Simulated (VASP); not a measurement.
# CdAs2N6 (P-31m) in VASP: single point with r2SCAN

Aim: the single point of CdAs2N6 with r2SCAN.

Program: VASP 6.6.1. These are calculated values, not measurements. Logs are shortened: lines on timing, memory, paths and dates and some standing lists are left out, and cuts for length are marked.

**1. The cell of the first run**

Symmetry: P-31m, No. 162, trigonal system. Conventional cell: a = 5.449 Å, b = 5.449 Å, c = 3.632 Å, α = 90.00°, β = 90.00°, γ = 120.00°. Within 3.2 Å of Cd (site symmetry -3m) lie 12 N at 2.45 to 3.13 Å. Within 2.7 Å of As (site symmetry 32) lie 6 N at 2.02 Å. N (site symmetry m) has 1 N at 1.39 Å within 1.9 Å.

**2. Single point, r2SCAN**

Input file POSCAR:

```
CdAs2N6
1.0
    5.4486478821     -0.0000003241      0.0000000000
   -2.7243236604      4.7186676442      0.0000000000
    0.0000000000      0.0000000000      3.6322623491
Cd As N
1 2 6
Direct
    0.0000000000      0.0000000000      0.0000000000
    0.3333333333      0.6666666667      0.5000000000
    0.6666666667      0.3333333333      0.5000000000
    0.5639240437      0.0000000000      0.1657524574
    0.0000000000      0.5639240437      0.1657524574
    0.4360759563      0.4360759563      0.1657524574
    0.0000000000      0.4360759563      0.8342475426
    0.4360759563      0.0000000000      0.8342475426
    0.5639240437      0.5639240437      0.8342475426
```

Input file INCAR.step1:

```
SYSTEM = CdAs2N6
ALGO     = Normal         ! electronic algorithm
EDIFF    = 1E-5           ! SCF threshold, eV
ENCUT    = 660            ! plane-wave cutoff, eV
GGA      = PE             ! functional
GGA_COMPAT= .FALSE.      
ISMEAR   = 1              ! smearing method
LASPH    = .TRUE.         ! aspherical terms in the spheres
LCHARG   = .FALSE.        ! write CHGCAR
LREAL    = .FALSE.        ! projectors in reciprocal space
LWAVE    = .TRUE.         ! write WAVECAR
NBANDS   = 36             ! bands
NELM     = 120            ! most SCF steps
PREC     = Accurate       ! precision mode
SIGMA    = 0.1937         ! smearing width, eV
```

Input file INCAR.step2:

```
SYSTEM = CdAs2N6
ALGO     = Normal         ! electronic algorithm
EDIFF    = 1E-6           ! SCF threshold, eV
ENCUT    = 660            ! plane-wave cutoff, eV
GGA_COMPAT= .FALSE.      
ISIF     = 2              ! what is computed and relaxed
ISMEAR   = 1              ! smearing method
ISTART   = 1            
LASPH    = .TRUE.         ! aspherical terms in the spheres
LCHARG   = .TRUE.         ! write CHGCAR
LELF     = .TRUE.         ! ELF
LMIXTAU  = .TRUE.       
LREAL    = .FALSE.        ! projectors in reciprocal space
LVHAR    = .TRUE.       
LWAVE    = .FALSE.        ! write WAVECAR
METAGGA  = R2SCAN         ! meta-GGA
NBANDS   = 36             ! bands
NELM     = 120            ! most SCF steps
PREC     = Accurate       ! precision mode
SIGMA    = 0.1937         ! smearing width, eV
```

Input file KPOINTS:

```
k-points
0
G
  6 6 5
  0 0 0
```

Potentials or basis: VASP PAW PBE potentials, release 64 (Cd, As, N).

Launch:

```console
> cat potpaw_PBE.64/Cd/POTCAR potpaw_PBE.64/As/POTCAR potpaw_PBE.64/N/POTCAR > POTCAR
> cp INCAR.step1 INCAR
> mpirun -np 1 vasp_std > vasp.out
> cp INCAR.step2 INCAR
> mpirun -np 1 vasp_std > vasp.out
```

OUTCAR:

```text
SYSTEM = CdAs2N6
   EDIFF = 1E-6
   ENCUT = 660
   ISIF = 2
   ISMEAR = 1
   ISTART = 1
   LASPH = .TRUE.
   LREAL = .FALSE.
   METAGGA = R2SCAN
   NELM = 120
   PREC = Accurate

 ion  position               nearest neighbor table
   1  0.000  0.000  0.000-   6 2.45   9 2.45   7 2.45   5 2.45   8 2.45   4 2.45
   2  0.333  0.667  0.500-   8 2.02   5 2.02   4 2.02   7 2.02   6 2.02   9 2.02
   3  0.667  0.333  0.500-   4 2.02   7 2.02   8 2.02   5 2.02   9 2.02   6 2.02
   4  0.564  0.000  0.166-   8 1.39   3 2.02   2 2.02   1 2.45
   5  0.000  0.564  0.166-   7 1.39   2 2.02   3 2.02   1 2.45
   6  0.436  0.436  0.166-   9 1.39   2 2.02   3 2.02   1 2.45
   7  0.000  0.436  0.834-   5 1.39   3 2.02   2 2.02   1 2.45
   8  0.436  0.000  0.834-   4 1.39   2 2.02   3 2.02   1 2.45
   9  0.564  0.564  0.834-   6 1.39   3 2.02   2 2.02   1 2.45

  LATTYP: Found a hexagonal cell.
 ALAT       =     5.4486478821
 C/A-ratio  =     0.6666355448

  Lattice vectors:

 A1 = (   5.4486478821,  -0.0000003241,   0.0000000000)
 A2 = (  -2.7243236604,   4.7186676442,   0.0000000000)
 A3 = (   0.0000000000,   0.0000000000,   3.6322623491)

Analysis of symmetry for initial positions (statically):
=====================================================================
 Subroutine PRICEL returns:
 Original cell was already a primitive cell.

 Routine SETGRP: Setting up the symmetry group for a
 hexagonal supercell.

 Subroutine GETGRP returns: Found 12 space group operations
 (whereof 12 operations were pure point group operations)
 out of a pool of 24 trial point group operations.

The static configuration has the point symmetry D_3d.

Analysis of symmetry for dynamics (positions and initial velocities):
=====================================================================
 Subroutine PRICEL returns:
 Original cell was already a primitive cell.

 Routine SETGRP: Setting up the symmetry group for a
 hexagonal supercell.

 Subroutine GETGRP returns: Found 12 space group operations
 (whereof 12 operations were pure point group operations)
 out of a pool of 24 trial point group operations.

The dynamic configuration has the point symmetry D_3d.

 Subroutine INISYM returns: Found 12 space group operations
 (whereof 12 operations are pure point group operations),
 and found     1 'primitive' translations

----------------------------------------------------------------------------------------

                                     Primitive cell

  volume of cell :      93.3868

[... 112 lines left out ...]
   PSTRESS=    0.0 pullay stress
   NELECT =      52.0000    total number of electrons
   NUPDOWN=      -1.0000    fix difference up-down
   EMIN   =  10.00;   EMAX   =-10.00  energy-range for DOS
   EFERMI =   0.00;   METHOD = LEGACY
   ISMEAR =     1;   SIGMA  =   0.19  broadening in eV -4-tet -1-fermi 0-gaus
   EFERMI_NEDOS =   21; number of points for ismear=-14 and -15
   IALGO  =     38    algorithm
   IMIX   =      4    mixing-type and parameters
     AMIX     =   0.40;   BMIX     =  1.00
     AMIX_MAG =   1.60;   BMIX_MAG =  1.00
  volume/ion in A,a.u.               =      10.38        70.02
  Fermi-wavevector in a.u.,A,eV,Ry     =   1.346834  2.545148 24.680460  1.813963
  Thomas-Fermi vector in A             =   2.474634
   LORBIT       =      0    0 simple, 1 ext, 2 COOP (PROOUT), +10 PAW based schemes
   METAGGA = R2SCAN    functional components
   LHFCALC =     F    Hartree Fock is set to
   AEXX    =    0.0000 exact exchange contribution
   IVDW    =     0    specifies the selected vdW correction
   LEPSILON=     F    determine dielectric tensor
   LRPA    =     F    only Hartree local field effects (RPA)
 non-spin polarized calculation
 Methfessel and Paxton  Order N= 1 SIGMA  =   0.19
  energy-cutoff  :      660.00
  volume of cell :       93.39
 maximum number of plane-waves:      3627
 NGX is ok and might be reduce to    48
   NGX = 23   NGY = 23   NGZ = 15

 number of electron      51.9999995 magnetization

 Free energy of the ion-electron system (eV)
  ---------------------------------------------------
  ext. energy  EPLUGINS =         0.00000000
  ---------------------------------------------------
  free energy    TOTEN  =       -96.66054783 eV

  energy without entropy =      -96.65861009  energy(sigma->0) =      -96.65990192

 E-fermi :   6.8120     XC(G=0): -12.3246

 val. band max:        6.7824136804   @ k =   0.1667   0.1667   0.0000
 cond. band min:       6.8491326529   @ k =   0.3333  -0.0000   0.0000
 fundamental gap:      0.0667189725
 Fermi energy:         6.8120031939

 k-point     1 :       0.0000    0.0000    0.0000
  band No.  band energies     occupation
      1     -16.2348      2.00000
      2     -14.0911      2.00000
      3     -14.0911      2.00000
      4      -7.8631      2.00000
      5      -6.6717      2.00000
      6      -6.1425      2.00000
[... 925 lines left out ...]
     35      13.3537      0.00000
     36      14.0708      0.00000

 [... further k-points ...]

------------------------ aborting loop because EDIFF is reached ----------------------------------------

  FORCE on cell =-STRESS in cart. coord.  units (eV):
  Direction    XX          YY          ZZ          XY          YZ          ZX
  --------------------------------------------------------------------------------------
  -------------------------------------------------------------------------------------
  Total        0.2834958      0.2834958      0.3817340     -0.0000000      0.0000000      0.0000000
  in kB        4.8637575      4.8637575      6.5491673     -0.0000000      0.0000000      0.0000000
  external PRESSURE =       5.4255608 kB  Pullay stress =       0.0000000 kB

 VOLUME and BASIS-vectors are now :
 -----------------------------------------------------------------------------
  energy-cutoff  :      660.00
  volume of cell :       93.39
      direct lattice vectors                 reciprocal lattice vectors
     5.448647882 -0.000000324  0.000000000     0.183531778  0.105962107  0.000000000
    -2.724323660  4.718667644  0.000000000     0.000000013  0.211924236  0.000000000
     0.000000000  0.000000000  3.632262349     0.000000000  0.000000000  0.275310510

 POSITION                                       TOTAL-FORCE (eV/Angst)
 -----------------------------------------------------------------------------------
      0.00000      0.00000      0.00000         0.000000      0.000000      0.000000
      0.00000      3.14578      1.81613         0.000000     -0.000000      0.000000
      2.72432      1.57289      1.81613         0.000000      0.000000      0.000000
      3.07262     -0.00000      0.60206         0.017706     -0.000000      0.066040
     -1.53631      2.66097      0.60206        -0.008853      0.015334      0.066040
      1.18801      2.05770      0.60206        -0.008853     -0.015334      0.066040
     -1.18801      2.05770      3.03021         0.008853     -0.015334     -0.066040
      2.37602     -0.00000      3.03021        -0.017706      0.000000     -0.066040
      1.53631      2.66097      3.03021         0.008853      0.015334     -0.066040
 -----------------------------------------------------------------------------------
    total drift:                                0.000000     -0.000000      0.000000

  FREE ENERGIE OF THE ION-ELECTRON SYSTEM (eV)
  ---------------------------------------------------
  free  energy   TOTEN  =       -96.6605478329 eV

  energy  without entropy=      -96.6586100892  energy(sigma->0) =      -96.65990192
```

OSZICAR.step1:

```text
N       E                     dE             d eps       ncg     rms          rms(c)
DAV:   1     0.398704442160E+03    0.39870E+03   -0.31414E+04  1960   0.170E+03
DAV:   2    -0.236920453447E+02   -0.42240E+03   -0.39934E+03  2216   0.404E+02
DAV:   3    -0.571288960360E+02   -0.33437E+02   -0.32792E+02  2480   0.122E+02
DAV:   4    -0.577593282992E+02   -0.63043E+00   -0.62592E+00  2368   0.154E+01
DAV:   5    -0.577705246833E+02   -0.11196E-01   -0.11183E-01  2428   0.196E+00    0.168E+01
DAV:   6    -0.518652810412E+02    0.59052E+01   -0.17176E+01  2568   0.327E+01    0.945E+00
DAV:   7    -0.519548945050E+02   -0.89613E-01   -0.26318E+00  2268   0.102E+01    0.514E+00
DAV:   8    -0.519230953020E+02    0.31799E-01   -0.21117E-01  2408   0.269E+00    0.114E+00
DAV:   9    -0.519183291597E+02    0.47661E-02   -0.49899E-02  2396   0.149E+00    0.234E-01
DAV:  10    -0.519182665684E+02    0.62591E-04   -0.52395E-03  2372   0.585E-01    0.143E-01
DAV:  11    -0.519183320998E+02   -0.65531E-04   -0.42952E-04  2352   0.160E-01    0.392E-02
DAV:  12    -0.519183589181E+02   -0.26818E-04   -0.56690E-05  2336   0.609E-02    0.178E-02
DAV:  13    -0.519183619724E+02   -0.30543E-05   -0.12865E-05  1336   0.240E-02
   1 F= -.51918362E+02 E0= -.51919061E+02  d E =0.209621E-02
```

Wall time 7.3 min (1 thread of Intel Xeon 8259CL, shared host); peak memory 0.35 GiB.

Results:

- Free energy: -96.6605 eV
- Pressure: 0.5 GPa
- Largest force: 0.068 eV/Å
- Band gap on the k mesh: zero (bands 26 and 27 overlap by 0.57 eV)

Forces on the atoms (eV/Å):
```
Cd   0.000  0.000  0.000
As   0.000  0.000  0.000
As   0.000  0.000  0.000
N    0.018  0.000  0.066
N   -0.009  0.015  0.066
N   -0.009 -0.015  0.066
N    0.009 -0.015 -0.066
N   -0.018  0.000 -0.066
N    0.009  0.015 -0.066
```

Caveat: the PAW data sets were made with another functional, which shifts forces and pressure a little.

The gap in the log of VASP goes by the Fermi energy; the results here count the filled bands.